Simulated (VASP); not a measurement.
Runs of VASP 6.6.1 on Yb3InC. The structure is cubic, space group Pm-3m (No. 221). Conventional cell: a = 5.063 Å, b = 5.063 Å, c = 5.063 Å, α = 90.00°, β = 90.00°, γ = 90.00°. Within 3.3 Å of Yb (site symmetry 4/mmm) lie 2 C at 2.53 Å. Within 4.7 Å of In (site symmetry m-3m) lie 12 Yb at 3.58 Å and 8 C at 4.38 Å. Within 3.3 Å of C (site symmetry m-3m) lie 6 Yb at 2.53 Å. 

```tsv
smearing	gap on the mesh (eV)	pressure (GPa)
fermi-dirac 0.2 eV	none	-3.5
fermi-dirac 0.1 eV	none	-3.6
fermi-dirac 0.5 eV	none	-3.9
fermi-dirac 0.3 eV	none	(a)
```

Alike in all rows: task single point; level PBE; potentials or basis VASP PAW PBE potentials, release 64 (Yb, In_d, C); no spin polarisation; cell as given; k mesh 4 × 4 × 4; cutoff (eV) 600.

Problem. Fill in the values left out.

Solution. (a) -4.0.

Caveats: the cell stands under tension; spin-orbit coupling is left out, which moves the levels of the heavy elements; so wide a smearing shifts energies and pressures (at least some runs).

A k mesh can miss the band edges, and the runs leave out spin-orbit coupling on In, Yb.

A gap of «none» marks levels without a gap at the run's occupations.
